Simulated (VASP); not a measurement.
CdS (l.eA): single point with LDA

Crystal: CdS (l.eA).

```
CELL_PARAMETERS angstrom
4.07046 0.00000 0.00000
0.00000 5.75650 0.00000
0.00000 0.00000 4.07046
ATOMIC_POSITIONS crystal
Cd 0.00000 0.00000 0.00001
Cd 0.50000 0.50000 0.50001
S 0.50000 0.25000 0.00001
S 0.00000 0.75000 0.50001
```

* Program: VASP 6.6.1
* Task: single point
* Functional: LDA
* Potentials or basis: VASP PAW LDA potentials, release 64 (Cd, S)
* Cutoff: 500 eV
* k mesh: 8 × 6 × 8
* Occupations: gaussian, width 0.02 eV
* Spin: no spin polarisation

```
Pressure               : 0.6 GPa
Band gap on the k mesh : 0.98 eV
```

Levels at points of the mesh, in eV from the valence-band top:
```
           k point  band 14  band 15  band 16  band 17  band 18  band 19  band 20  band 21  band 22  band 23
(0.00, 0.00, 0.00)    -2.07    -2.07     0.00     0.00     0.00     0.98     3.24     4.21     6.35     6.35
(0.50, 0.00, 0.00)    -3.73    -2.25    -2.25    -0.85    -0.85     4.23     4.23     5.94     5.94     6.58
(0.00, 0.50, 0.00)    -2.45    -1.13    -1.13    -1.13    -1.13     3.48     3.48     4.61     4.61     8.04
(0.50, 0.50, 0.00)    -4.77    -0.83    -0.83    -0.83    -0.83     2.84     2.84     6.84     6.84     6.84
(0.50, 0.00, 0.50)    -4.23    -2.07    -2.07    -2.07    -2.07     3.24     3.24     4.21     4.21     9.13
(0.50, 0.50, 0.50)    -4.20    -2.52    -2.52    -2.40    -2.40     5.24     5.24     5.46     5.46     7.10
```

It took 2.4 min on 1 thread of Intel(R) Xeon(R) Platinum 8259CL CPU @ 2.50GHz (Skylake/Cascade Lake) (shared host), peak memory 0.24 GiB.
